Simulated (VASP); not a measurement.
**CdSe: single point with PBE**

The system is CdSe.

```
Cd Se
1.0
     0.00000    3.07027    3.07027
     3.07027    0.00000    3.07027
     3.07027    3.07027    0.00000
Cd Se
1 1
Direct
  0.00000 0.00000 0.00000
  0.25000 0.25000 0.25000
```

```
Program             : VASP 6.6.1
Task                : single point
Functional          : PBE
Potentials or basis : VASP PAW PBE potentials, release 64 (Cd, Se)
Cutoff              : 520 eV
k mesh              : 8 × 8 × 8
Occupations         : gaussian, width 0.024 eV
Spin                : no spin polarisation
```

```yaml
Pressure: 1.6 GPa
Band_gap_on_the_k_mesh: 0.55 eV, direct
```

Levels at points of the mesh, in eV from the valence-band top:
```csv
k point,band 6,band 7,band 8,band 9,band 10,band 11,band 12,band 13
"(0.00, 0.00, 0.00)",-7.50,0.00,0.00,0.00,0.55,5.93,5.93,5.93
"(0.50, 0.00, 0.00)",-7.22,-4.22,-0.71,-0.71,2.36,6.44,6.44,7.34
"(0.50, 0.50, 0.00)",-7.16,-3.95,-1.76,-1.76,3.19,3.73,8.98,10.05
```

It took 17 s on 1 thread of Intel(R) Xeon(R) Platinum 8488C (Sapphire Rapids), with other jobs on the host, peak memory 0.18 GiB.

As with any semilocal functional, this PBE gap is likely too small.
